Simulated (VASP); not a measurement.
Wanted: the native input for a VASP 6.6.1 run.

```yaml
Task: single point
Functional: B3LYP
Potentials_or_basis: VASP PAW PBE potentials, release 64 (Hg, Te)
Cutoff: 520 eV
k_mesh: 4 × 4 × 4
Occupations: fermi-dirac, width 0.05 eV
Spin: no spin polarisation
Dipole_correction: no
Grid_for_exact_exchange_PRECFOCK: Normal
Further_INCAR_settings: ALGO = Normal; EDIFF = 1e-06; NBANDS = 16
Share_of_exact_exchange: 0.2
```

HgTe:

```
Hg Te
1.0
     0.00000    3.36613    3.36613
     3.36613    0.00000    3.36613
     3.36613    3.36613    0.00000
Hg Te
1 1
Direct
  0.00000 0.00000 0.00000
  0.75000 0.75000 0.75000
```

These files were run (other wordings do the same):

POSCAR

```
HgTe
1.0
    0.0000000000      3.3661309090      3.3661309090
    3.3661309090      0.0000000000      3.3661309090
    3.3661309090      3.3661309090      0.0000000000
Hg Te
1 1
Direct
    0.0000000000      0.0000000000      0.0000000000
    0.7500000000      0.7500000000      0.7500000000
```

INCAR.step1

```
SYSTEM = HgTe
PREC = Accurate ; ENCUT = 520
EDIFF = 1E-5 ; ISMEAR = -1
SIGMA = 0.05 ; LREAL = .FALSE.
LASPH = .TRUE. ; NELM = 60
ALGO = Normal ; ISIF = 2
LWAVE = .TRUE. ; NBANDS = 16
GGA = PE
```

INCAR.step2

```
SYSTEM = HgTe
PREC = Accurate ; ENCUT = 520
EDIFF = 1E-6 ; ISMEAR = -1
SIGMA = 0.05 ; LREAL = .FALSE.
LASPH = .TRUE. ; NELM = 60
ALGO = Normal ; ISIF = 2
LWAVE = .FALSE. ; LCHARG = .TRUE.
GGA = B3 ; LHFCALC = .TRUE.
AEXX = 0.2 ; AGGAX = 0.72
AGGAC = 0.81 ; ALDAC = 0.19
PRECFOCK = Normal ; LELF = .TRUE.
LVHAR = .TRUE. ; NBANDS = 16
ISTART = 1
```

KPOINTS

```
regular mesh
0
G
  4 4 4
  0 0 0
```

Potentials or basis: VASP PAW PBE potentials, release 64 (Hg, Te).

Command:

```console
$ cat potpaw_PBE.64/Hg/POTCAR potpaw_PBE.64/Te/POTCAR > POTCAR
$ cp INCAR.step1 INCAR
$ mpirun -np 1 vasp_std > vasp.out
$ cp INCAR.step2 INCAR
$ mpirun -np 1 vasp_std > vasp.out
```

Results of the run:

```
Pressure               : 0.0 GPa
Band gap on the k mesh : zero (filled and empty bands touch)
```

Caveat: the k points lie up to 0.40 Å⁻¹ apart; the PAW data sets were made with another functional, which shifts forces and pressure a little; spin-orbit coupling is left out, which moves the levels of the heavy elements.

Run time: 15 min on 1 thread of Oxide Virtual Turin-like Processor (shared host), peak memory 0.19 GiB.
